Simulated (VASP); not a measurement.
Ni3GeC, 5 atoms in the cell. Symmetry: P4mm, No. 99, tetragonal system. Conventional cell: a = 3.809 Å, b = 3.809 Å, c = 3.809 Å, α = 90.00°, β = 90.00°, γ = 90.00°. Within 2.5 Å of Ni (site symmetry 4mm) lie 2 C at 1.90 Å. Ni (site symmetry 2mm) has 2 C at 1.90 Å within 2.5 Å. Within 3.5 Å of Ge (site symmetry 4mm) lie 12 Ni at 2.66 to 2.73 Å and 8 C at 3.27 to 3.33 Å. C (site symmetry 4mm) has 6 Ni at 1.90 Å within 2.5 Å. 

* Program: VASP 6.6.1
* Task: single point
* Functional: PBEsol
* Potentials or basis: VASP PAW PBE potentials, release 64 (Ni, Ge_d, C)
* Cutoff: 520 eV
* k mesh: 5 × 5 × 5
* Occupations: fermi-dirac, width 0.05 eV
* Spin: collinear spin, ferromagnetic start
* Starting moments: [1.0, 1.0, 1.0, 0.0, 0.0] μB
* Dipole correction: no
* Further INCAR settings: ALGO = Normal; EDIFF = 1e-07; NBANDS = 36

Potentials or basis: VASP PAW PBE potentials, release 64 (Ni, Ge_d, C).

Run with:

```console
$ cat potpaw_PBE.64/Ni/POTCAR potpaw_PBE.64/Ge_d/POTCAR potpaw_PBE.64/C/POTCAR > POTCAR
$ mpirun -np 1 vasp_std > vasp.out
```

Hardware: 1 thread of Intel(R) Xeon(R) Platinum 8488C (Sapphire Rapids), on a shared host.

**Question.** Estimate the wall time of this run.

**Answer.** Wall time 67 s on 1 thread of Intel(R) Xeon(R) Platinum 8488C (Sapphire Rapids) (shared host), peak memory 0.2 GiB. Counts: scf iterations 17, k points 18.
